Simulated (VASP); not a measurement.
# MgCd3Se2 (P-3m1) in VASP: further runs

The runs below take MgCd3Se2 through relaxation of cell and atoms, single point, with PBE.

Program: VASP 6.6.1. These are calculated values, not measurements. Logs are shortened: lines on timing, memory, paths and dates and some standing lists are left out, and cuts for length are marked.

## (1) The cell of the first run

The structure is trigonal, space group P-3m1 (No. 164). The conventional cell has a = 4.864 Å, b = 4.864 Å, c = 7.714 Å, α = 90.00°, β = 90.00°, γ = 120.00°. Within 4.5 Å of Mg (site symmetry -3m) lie 6 Se at 3.40 Å and 8 Cd at 3.86 to 3.89 Å. Within 3.9 Å of Cd (site symmetry 3m) lie 4 Se at 2.91 to 3.10 Å and 6 Cd at 3.04 to 3.65 Å and 3 Mg at 3.89 Å. Cd (site symmetry -3m) has 6 Cd at 3.04 Å and 6 Se at 3.41 Å and 2 Mg at 3.86 Å within 4.0 Å. Se (site symmetry 3m) has 7 Cd at 2.91 to 3.41 Å and 3 Mg at 3.40 Å within 3.8 Å.

The cell was built from a structure type or drawn by symmetry, and may not be a known phase.

## (2) Relaxation of cell and atoms, PBE

Contents of INCAR:

```
PREC = Accurate
ENCUT = 600
EDIFF = 1E-7
ISMEAR = 0
SIGMA = 0.1
LREAL = F
LASPH = T
NELM = 80
ALGO = Normal
ISIF = 3
LWAVE = F
LCHARG = F
GGA = PE
IBRION = 2
NSW = 90
EDIFFG = -0.04
```

Contents of KPOINTS:

```
regular mesh
0
Gamma
  6 6 2
```

Contents of POSCAR:

```
MgCd3Se2
1.0
    4.8636948900      0.0000000000      0.0000000000
   -2.4318474500      4.2120833300      0.0000000000
    0.0000000000      0.0000000000      7.7143080700
Mg Cd Se
1 3 2
Direct
    0.0000000000      0.0000000000      0.0000000000
    0.3333333300      0.6666666700      0.6510112900
    0.6666666700      0.3333333300      0.3489887100
    0.0000000000      0.0000000000      0.5000000000
    0.3333333300      0.6666666700      0.2492527400
    0.6666666700      0.3333333300      0.7507472600
```

Potentials or basis: VASP PAW PBE potentials, release 64 (Mg, Cd, Se).

Run with:

```bash
> cat potpaw_PBE.64/Mg/POTCAR potpaw_PBE.64/Cd/POTCAR potpaw_PBE.64/Se/POTCAR > POTCAR
> mpirun -np 1 vasp_std > vasp.out
```

OUTCAR:

```text
PREC = Accurate
   ENCUT = 600
   EDIFF = 1E-7
   ISMEAR = 0
   LREAL = F
   LASPH = T
   NELM = 80
   ISIF = 3
   GGA = PE
   IBRION = 2
   NSW = 90
   EDIFFG = -0.04

 ion  position               nearest neighbor table
   1  0.000  0.000  0.000-
   2  0.333  0.667  0.651-   6 2.91   6 2.91   6 2.91   4 3.04   4 3.04   4 3.04   5 3.10   3 3.65
                             3 3.65   3 3.65
   3  0.667  0.333  0.349-   5 2.91   5 2.91   5 2.91   4 3.04   4 3.04   4 3.04   6 3.10   2 3.65
                             2 3.65   2 3.65
   4  0.000  0.000  0.500-   2 3.04   3 3.04   3 3.04   2 3.04   3 3.04   2 3.04
   5  0.333  0.667  0.249-   3 2.91   3 2.91   3 2.91   2 3.10
   6  0.667  0.333  0.751-   2 2.91   2 2.91   2 2.91   3 3.10

  LATTYP: Found a hexagonal cell.
 ALAT       =     4.8636948900
 C/A-ratio  =     1.5861003300

  Lattice vectors:

 A1 = (   4.8636948900,   0.0000000000,   0.0000000000)
 A2 = (  -2.4318474500,   4.2120833300,   0.0000000000)
 A3 = (   0.0000000000,   0.0000000000,   7.7143080700)

Analysis of symmetry for initial positions (statically):
=====================================================================
 Subroutine PRICEL returns:
 Original cell was already a primitive cell.

 Routine SETGRP: Setting up the symmetry group for a
 hexagonal supercell.

 Subroutine GETGRP returns: Found 12 space group operations
 (whereof 12 operations were pure point group operations)
 out of a pool of 24 trial point group operations.

The static configuration has the point symmetry D_3d.

Analysis of symmetry for dynamics (positions and initial velocities):
=====================================================================
 Subroutine PRICEL returns:
 Original cell was already a primitive cell.

 Routine SETGRP: Setting up the symmetry group for a
 hexagonal supercell.

 Subroutine GETGRP returns: Found 12 space group operations
 (whereof 12 operations were pure point group operations)
 out of a pool of 24 trial point group operations.

The dynamic configuration has the point symmetry D_3d.

 Subroutine INISYM returns: Found 12 space group operations
 (whereof 12 operations are pure point group operations),
 and found     1 'primitive' translations

----------------------------------------------------------------------------------------

                                     Primitive cell

  volume of cell :     158.0375

  direct lattice vectors                    reciprocal lattice vectors
     4.863694890  0.000000000  0.000000000     0.205605002  0.118706104  0.000000000
[... 100 lines left out ...]
   IALGO  =     38    algorithm
   IMIX   =      4    mixing-type and parameters
     AMIX     =   0.40;   BMIX     =  1.00
     AMIX_MAG =   1.60;   BMIX_MAG =  1.00
  volume/ion in A,a.u.               =      26.34       177.75
  Fermi-wavevector in a.u.,A,eV,Ry     =   1.115522  2.108031 16.930940  1.244389
  Thomas-Fermi vector in A             =   2.252127
   LORBIT       =      0    0 simple, 1 ext, 2 COOP (PROOUT), +10 PAW based schemes
   GGA     = PE    functional components
   LHFCALC =     F    Hartree Fock is set to
   AEXX    =    0.0000 exact exchange contribution
   IVDW    =     0    specifies the selected vdW correction
   LEPSILON=     F    determine dielectric tensor
   LRPA    =     F    only Hartree local field effects (RPA)
 conjugate gradient relaxation of ions
 non-spin polarized calculation
 Gauss-broadening in eV      SIGMA  =   0.10
  energy-cutoff  :      600.00
  volume of cell :      158.04
 maximum number of plane-waves:      5346
 NGX is ok and might be reduce to    40
   NGX = 19   NGY = 19   NGZ = 31

--------------------------------------- Ionic step        1  -------------------------------------------

 number of electron      50.0000002 magnetization

 Free energy of the ion-electron system (eV)
  ---------------------------------------------------
  ext. energy  EPLUGINS =         0.00000000
  ---------------------------------------------------
  free energy    TOTEN  =       -11.05953023 eV

  energy without entropy =      -11.04182635  energy(sigma->0) =      -11.05067829

------------------------ aborting loop because EDIFF is reached ----------------------------------------

  FORCE on cell =-STRESS in cart. coord.  units (eV):
  Direction    XX          YY          ZZ          XY          YZ          ZX
  --------------------------------------------------------------------------------------
  -------------------------------------------------------------------------------------
  Total       -0.6427183     -0.6427183     -0.6977200      0.0000000     -0.0000000     -0.0000000
  in kB       -6.5158487     -6.5158487     -7.0734530      0.0000000     -0.0000000     -0.0000000
  external PRESSURE =      -6.7017168 kB  Pullay stress =       0.0000000 kB
[... 101 lines left out ...]
  FREE ENERGIE OF THE ION-ELECTRON SYSTEM (eV)
  ---------------------------------------------------
  free  energy   TOTEN  =       -11.3022556448 eV

  energy  without entropy=      -11.2870422964  energy(sigma->0) =      -11.29464897

 E-fermi :   3.6250     XC(G=0): -10.1568

 val. band max:        3.6171266046   @ k =   0.3333  -0.0000   0.0000
 cond. band min:       3.6864271525   @ k =   0.1667   0.1667   0.0000
 fundamental gap:      0.0693005479
 Fermi energy:         3.6249528189

 k-point     1 :       0.0000    0.0000    0.0000
  band No.  band energies     occupation
      1     -10.4645      2.00000
      2      -9.4785      2.00000
      3      -5.8525      2.00000
      4      -5.8525      2.00000
      5      -5.6016      2.00000
      6      -5.6016      2.00000
[... 451 lines left out ...]
     29       6.5267      0.00000
     30       6.5267      0.00000

[... ionic steps 4 to 24 ...]

--------------------------------------- Ionic step       25  -------------------------------------------

 number of electron      49.9999976 magnetization

------------------------ aborting loop because EDIFF is reached ----------------------------------------
[... 75 lines left out ...]
--------------------------------------- Ionic step       27  -------------------------------------------

 number of electron      49.9999993 magnetization

 Free energy of the ion-electron system (eV)
  ---------------------------------------------------
  ext. energy  EPLUGINS =         0.00000000
  ---------------------------------------------------
  free energy    TOTEN  =       -13.75293310 eV

  energy without entropy =      -13.74537230  energy(sigma->0) =      -13.74915270

 E-fermi :   2.4276     XC(G=0):  -9.7154

 val. band max:        2.3664075701   @ k =   0.0000   0.0000   0.0000
 cond. band min:       2.4310028020   @ k =   0.1667   0.0000   0.0000
 fundamental gap:      0.0645952319
 Fermi energy:         2.4276483677

 k-point     1 :       0.0000    0.0000    0.0000
  band No.  band energies     occupation
      1     -10.9343      2.00000
      2     -10.3669      2.00000
      3      -6.4207      2.00000
      4      -6.4207      2.00000
      5      -6.3013      2.00000
      6      -6.1437      2.00000
[... 484 lines left out ...]
  FREE ENERGIE OF THE ION-ELECTRON SYSTEM (eV)
  ---------------------------------------------------
  free  energy   TOTEN  =       -13.7529331026 eV

  energy  without entropy=      -13.7453722958  energy(sigma->0) =      -13.74915270

 reached required accuracy - stopping structural energy minimisation
```

It took 26 min on 1 thread of Intel Xeon Platinum 8488C (Sapphire Rapids), shared host; peak memory 0.38 GiB.

Results:

- Free energy: -13.7529 eV
- Relaxed volume: 24.03 Å³/atom
- Relaxed cell: a = 3.953 Å, b = 3.953 Å, c = 10.654 Å, α = 90.00°, β = 90.00°, γ = 120.00°
- Space group after relaxing (to 0.1 Å): P-3m1 (No. 164)
- Energy gained by relaxing: 448.9 meV/atom
- Ionic steps: 27
- Pressure after relaxing: -0.2 GPa
- Largest force after relaxing: 0.030 eV/Å
- Band gap on the k mesh: zero (bands 25 and 26 overlap by 0.81 eV)

Forces in eV/Å, atoms in the order of the input:
```
Mg   0.000  0.000  0.000
Cd   0.000  0.000 -0.030
Cd   0.000  0.000  0.030
Cd   0.000  0.000  0.000
Se   0.000  0.000  0.022
Se   0.000  0.000 -0.022
```

Step by step:
```tsv
step	energy change (eV)	largest force (eV/Å)	pressure (GPa)	volume (Å³)
1	0.0000	0.6333	-0.67	158.04
2	-0.0628	0.7227	-0.38	155.53
3	-0.2427	0.9288	0.78	148.17
4	-0.3950	0.9550	4.85	134.15
5	-0.4123	0.9363	4.86	133.99
6	-0.4609	0.8818	4.90	133.50
7	-0.5424	0.7705	5.07	132.52
8	-0.6446	0.6628	5.66	130.58
9	-0.5486	0.9595	8.23	126.73
10	-0.6788	0.6032	6.09	129.60
11	-0.8485	0.4899	4.27	133.11
12	-1.1313	0.4238	0.11	143.97
13	-1.1642	0.3827	-1.27	149.09
14	-1.2826	0.4121	-1.23	149.34
15	-1.6122	0.4097	-0.97	149.65
16	-1.9869	1.2988	0.05	148.34
17	-1.9888	1.6454	0.51	147.46
18	-2.2120	1.4903	-0.40	149.14
19	-2.3630	1.2967	-1.31	150.54
20	-2.3830	1.1945	-1.65	150.98
21	-2.5801	0.7899	-0.41	145.36
22	-2.6406	0.3088	1.21	140.36
23	-2.6741	0.1547	-0.02	143.91
24	-2.6751	0.1658	-0.27	144.71
25	-2.6844	0.1537	-0.09	144.15
26	-2.6908	0.1340	0.23	143.15
27	-2.6934	0.0298	-0.20	144.20
```

Final structure:
```xyz
6
Lattice="3.9534 0.0000 0.0000 -1.9767 3.4237 0.0000 0.0000 0.0000 10.6541" Properties=species:S:1:pos:R:3 pbc="T T T"
Mg    0.0000    0.0000    0.0000
Cd    0.0000    2.2825    7.3861
Cd    1.9767    1.1412    3.2680
Cd    0.0000    0.0000    5.3270
Se    0.0000    2.2825    1.5370
Se    1.9767    1.1412    9.1171
```

Levels at points of the mesh, in eV from the Fermi level:
| k point | band 23 | band 24 | band 25 | band 26 | band 27 | band 28 |
| --- | --- | --- | --- | --- | --- | --- |
| (0.00, 0.00, 0.00) | -0.80 | -0.80 | -0.06 | 1.29 | 3.04 | 5.41 |
| (0.50, 0.00, 0.00) | -1.55 | -1.45 | -1.35 | 0.41 | 0.67 | 3.00 |
| (0.00, 0.00, 0.50) | -1.12 | -0.80 | -0.80 | 2.58 | 2.77 | 5.12 |
| (0.50, 0.00, 0.50) | -2.15 | -1.91 | -1.50 | 1.12 | 1.21 | 2.18 |

Caveat: the k points lie up to 0.31 Å⁻¹ apart in the final cell, too coarse for converged energies and pressures of a metal; a cell axis changed by over 15 % at a fixed basis, so the end point is rough.

## (3) Single point, PBE

This run uses another cell than the first one, of 23.91 Å³/atom.

Contents of INCAR:

```
SYSTEM = MgCd3Se2
  PREC = Accurate
  ENCUT = 520
  EDIFF = 1E-6
  ISMEAR = 0
  SIGMA = 0.1
  LREAL = .FALSE.
  LASPH = .TRUE.
  NELM = 60
  ALGO = Normal
  ISIF = 2
  LWAVE = .FALSE.
  LCHARG = .FALSE.
  GGA = PE
  NBANDS = 34
```

Contents of KPOINTS:

```
Automatic mesh
0
G
  12 12 4
  0 0 0
```

Contents of POSCAR:

```
MgCd3Se2
1.0
    3.9076959884      0.0000000000      0.0000000000
   -1.9538479942      3.3841639962      0.0000000000
    0.0000000000      0.0000000000     10.8474840377
Mg Cd Se
1 3 2
Direct
    0.0000000000      0.0000000000      0.0000000000
    0.3333333333      0.6666666667      0.6952050125
    0.6666666667      0.3333333333      0.3047949875
    0.0000000000      0.0000000000      0.5000000000
    0.3333333333      0.6666666667      0.1445111362
    0.6666666667      0.3333333333      0.8554888638
```

Potentials or basis: VASP PAW PBE potentials, release 64 (Mg, Cd, Se).

Run with:

```bash
> cat potpaw_PBE.64/Mg/POTCAR potpaw_PBE.64/Cd/POTCAR potpaw_PBE.64/Se/POTCAR > POTCAR
> mpirun -np 1 vasp_std > vasp.out
```

Run time: 7 min. Hardware: 1 thread of Intel Xeon Platinum 8488C (Sapphire Rapids), shared host; peak memory 0.47 GiB.

Results (log left out):

```yaml
Free_energy: -13.7449 eV
Pressure: 0.1 GPa
Largest_force: 0.036 eV/Å
Band_gap_on_the_k_mesh: zero (bands 25 and 26 overlap by 0.85 eV)
```

Forces on the atoms (eV/Å):
```
Mg   0.000  0.000  0.000
Cd   0.000  0.000 -0.021
Cd   0.000  0.000  0.021
Cd   0.000  0.000  0.000
Se   0.000  0.000 -0.036
Se   0.000  0.000  0.036
```

Levels at points of the mesh, in eV from the Fermi level:
```
           k point  band 23  band 24  band 25  band 26  band 27  band 28
(0.00, 0.00, 0.00)    -0.65    -0.65    -0.20     1.31     3.20     5.53
(0.50, 0.00, 0.00)    -1.56    -1.37    -1.36     0.42     0.63     3.04
(0.00, 0.00, 0.50)    -0.96    -0.65    -0.65     2.68     2.84     5.01
(0.50, 0.00, 0.50)    -2.00    -1.89    -1.40     1.10     1.23     2.21
```
